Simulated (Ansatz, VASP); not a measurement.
One calculation of MgC2S2N2, two programs

```
CELL_PARAMETERS angstrom
0.00000 3.78111 0.00000
5.37055 -1.89055 0.00000
1.61708 0.00000 -6.01902
ATOMIC_POSITIONS crystal
Mg 0.00000 0.00000 0.00000
C 0.75861 0.51722 0.77800
C 0.24139 0.48278 0.22200
N 0.85963 0.71926 0.82342
N 0.14037 0.28074 0.17658
S 0.61030 0.22060 0.73320
S 0.38970 0.77940 0.26680
```

Alike in both runs: task single point; functional PBE; k mesh 5 × 5 × 3; no spin polarisation.

|  | VASP | Ansatz |
| --- | --- | --- |
| version | VASP 6.6.1 | Ansatz 0.2.0 |
| potentials or method | VASP PAW PBE potentials, release 64 (Mg, C, N, S), cutoff 520 eV | PAW plane waves |
| occupations | fermi-dirac, width 0.1 eV | fermi-dirac |
| valence electrons in the cell | 32 | 40 |

```csv
,VASP,Ansatz,Ansatz less VASP
gap on the k mesh at the Fermi level (eV),3.82,3.80,-0.018
pressure (GPa),-1.1,-1.0,+0.13
"traceless stress, the component that is largest in VASP (GPa)",-8.01,-8.02,-0.010
rms of the force components (eV/Å),0.704,0.770,+0.0660
```

Atom by atom the forces differ by 0.162 eV/Å (rms over components). VASP's potentials hold 32 valence electrons a cell and Ansatz's 40, so a difference there can come from the potentials and not from the codes.

Noted on VASP's run: the standard files for N, O and F lose accuracy on very short bonds.
